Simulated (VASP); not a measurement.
Wanted: the native input for a VASP 6.6.1 run.

```yaml
Task: single point
Functional: PBEsol
Potentials_or_basis: VASP PAW PBE potentials, release 64 (Ta_pv, N)
Cutoff: 520 eV
k_mesh: 10 × 10 × 4
Occupations: fermi-dirac, width 0.05 eV
Spin: no spin polarisation
Hubbard_terms: Ta d U = 2.0 eV
Dipole_correction: no
Further_INCAR_settings: ALGO = Normal; EDIFF = 1e-07; NBANDS = 27
```

The structure of Ta3N lies in POSCAR:

```
Ta3N
1.0
    3.0322239879      0.0000000000      0.0000000000
   -1.5161119940      2.6259830035      0.0000000000
    0.0000000000      0.0000000000      7.5241370000
Ta N
3 1
Direct
    0.6666666667      0.3333333333      0.8260700000
    0.3333333333      0.6666666667      0.1739300000
    0.0000000000      0.0000000000      0.5000000000
    0.0000000000      0.0000000000      0.0000000000
```

These files were run (other wordings do the same):

INCAR

```
SYSTEM = Ta3N
  PREC = Accurate
  ENCUT = 520
  EDIFF = 1E-7
  ISMEAR = -1
  SIGMA = 0.05
  LREAL = .FALSE.
  LASPH = .TRUE.
  NELM = 150
  ALGO = Normal
  ISIF = 2
  LWAVE = .FALSE.
  LCHARG = .FALSE.
  LMAXMIX = 4
  LDAU = .TRUE.
  LDAUTYPE = 2
  LDAUL = 2 -1
  LDAUU = 2 0
  LDAUJ = 0 0
  LDAUPRINT = 1
  GGA = PS
  NBANDS = 27
```

KPOINTS

```
regular mesh
0
G
  10 10 4
  0 0 0
```

Potentials or basis: VASP PAW PBE potentials, release 64 (Ta_pv, N).

Command:

```bash
$ cat potpaw_PBE.64/Ta_pv/POTCAR potpaw_PBE.64/N/POTCAR > POTCAR
$ mpirun -np 1 vasp_std > vasp.out
```

It gave:

```
Pressure               : -1.9 GPa
Largest force          : 0.144 eV/Å
Band gap on the k mesh : zero (bands 19 and 20 overlap by 0.54 eV)
```

Caveat: the PAW data sets were made with another functional, which shifts forces and pressure a little; spin-orbit coupling is left out, which moves the levels of the heavy elements; U without spin polarisation on a metal has little footing.

Wall time 2.3 min on 1 thread of Intel Xeon 8259CL, with other jobs on the host, peak memory 0.22 GiB.
